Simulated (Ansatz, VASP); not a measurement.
# One calculation of In2GeS2, two programs

```
In Ge S
1.0
     4.45408    0.00000    0.00000
    -2.22704    3.85734    0.00000
     0.00000    0.00000    7.74889
In Ge S
2 1 2
Direct
  0.66667 0.33333 0.22640
  0.66667 0.33333 0.77360
  0.00000 0.00000 0.50000
  0.00000 0.00000 0.00000
  0.33333 0.66667 0.50000
```

Change from the starting cell: species swapped into the Eu2ZnSb2 type (P-6m2, No. 187).

Alike in both runs: task single point; functional PBE; k mesh 6 × 6 × 2; occupations gaussian, width 0.1 eV; no spin polarisation.

|  | VASP | Ansatz |
| --- | --- | --- |
| version | VASP 6.6.1 | Ansatz 0.2.0 |
| potentials or method | VASP PAW PBE potentials, release 64 (In_d, Ge_d, S), cutoff 520 eV | scalar-relativistic, plane waves, PAW |
| valence electrons in the cell | 52 | 52 |

|  | VASP | Ansatz | Ansatz less VASP |
| --- | --- | --- | --- |
| gap on the k mesh at the Fermi level (eV) | none | none | - |
| pressure (GPa) | -0.8 | -0.8 | +0.03 |
| traceless stress, the component that is largest in VASP (GPa) | -0.41 | -0.40 | +0.006 |
| rms of the force components (eV/Å) | 0.251 | 0.251 | +0.0006 |

Atom by atom the forces differ by 0.001 eV/Å (rms over components). A gap of «none» marks a metal or a gap that the smearing closes.

The k mesh is coarse, so the values compare programs but aren't converged.
